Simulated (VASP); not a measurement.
Ni2Ge, 6 atoms in the cell. The structure is hexagonal, space group P6_3/mmc (No. 194). The conventional cell has a = 4.290 Å, b = 4.290 Å, c = 5.415 Å, α = 90.00°, β = 90.00°, γ = 120.00°. Within 3.3 Å of Ni (site symmetry -6m2) lie 5 Ge at 2.48 to 2.71 Å and 6 Ni at 2.82 Å. Within 3.6 Å of Ni (site symmetry -3m) lie 8 Ni at 2.71 to 2.82 Å and 6 Ge at 2.82 Å. Ge (site symmetry -6m2) has 11 Ni at 2.48 to 2.82 Å within 3.3 Å.  This cell differs from its parent crystal: strain +0.080 along x and y, +0.080 along z.

* Program: VASP 6.6.1
* Task: single point
* Functional: PBEsol
* Potentials or basis: VASP PAW PBE potentials, release 64 (Ni, Ge_d)
* Cutoff: 520 eV
* k mesh: 12 × 12 × 10
* Occupations: gaussian, width 0.15 eV
* Spin: no spin polarisation
* Dipole correction: no
* Further INCAR settings: ALGO = Fast; EDIFF = 1e-06; NBANDS = 43

Potentials or basis: VASP PAW PBE potentials, release 64 (Ni, Ge_d).

Run with:

```bash
$ cat potpaw_PBE.64/Ni/POTCAR potpaw_PBE.64/Ge_d/POTCAR > POTCAR
$ mpirun -np 1 vasp_std > vasp.out
```

Hardware: 1 thread of Intel(R) Xeon(R) Platinum 8488C (Sapphire Rapids) (shared host).

Q: How long does it take, and how much memory?

A: Wall time 5.8 min on 1 thread of Intel(R) Xeon(R) Platinum 8488C (Sapphire Rapids) (shared host), peak memory 0.43 GiB. Counts: scf iterations 17, k points 114.
